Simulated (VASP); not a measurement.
Here is a VASP 6.6.1 calculation.

File POSCAR:

```
GdN
1.0
    0.0000000000      2.4865533676      2.4865533676
    2.4865533676      0.0000000000      2.4865533676
    2.4865533676      2.4865533676      0.0000000000
Gd N
1 1
Direct
    0.5000000000      0.5000000000      0.5000000000
    0.0000000000      0.0000000000      0.0000000000
```

INCAR.step1

```
SYSTEM = GdN
PREC = Accurate ; ENCUT = 520
ISMEAR = 0 ; SIGMA = 0.05
LREAL = .FALSE. ; LASPH = .TRUE.
NELM = 150 ; ISPIN = 2
MAGMOM = 7 0 ; LMAXMIX = 6
NBANDS = 22 ; GGA = PE
ALGO = Normal ; EDIFF = 1E-4
LWAVE = .TRUE. ; LCHARG = .FALSE.
```

INCAR.step2

```
SYSTEM = GdN
PREC = Accurate ; ENCUT = 520
EDIFF = 1E-7 ; ISMEAR = 0
SIGMA = 0.05 ; LREAL = .FALSE.
LASPH = .TRUE. ; NELM = 150
ALGO = Normal ; ISIF = 2
LWAVE = .FALSE. ; LCHARG = .FALSE.
ISPIN = 2 ; MAGMOM = 7 0
LORBIT = 11 ; LMAXMIX = 6
METAGGA = R2SCAN ; LMIXTAU = .TRUE.
IVDW = 12 ; VDW_S6 = 1.0
VDW_S8 = 0.78981345 ; VDW_A1 = 0.49484001
VDW_A2 = 5.73083694 ; NBANDS = 22
ISTART = 1
```

KPOINTS

```
Automatic mesh
0
G
  12 12 12
  0 0 0
```

Potentials or basis: VASP PAW PBE potentials, release 64 (Gd, N).

Launch:

```bash
$ cat potpaw_PBE.64/Gd/POTCAR potpaw_PBE.64/N/POTCAR > POTCAR
$ cp INCAR.step1 INCAR
$ mpirun -np 1 vasp_std > vasp.out
$ cp INCAR.step2 INCAR
$ mpirun -np 1 vasp_std > vasp.out
```

(1) Predict the net moment.

(2) Predict the pressure.

## Answers

(1) 7.00 μB per cell.

(2) -1.9 GPa.

Caveat: three body term missing; the PAW data sets were made with another functional, which shifts forces and pressure a little; a cell with one magnetic atom can't hold antiferromagnetic order, which such compounds often take.
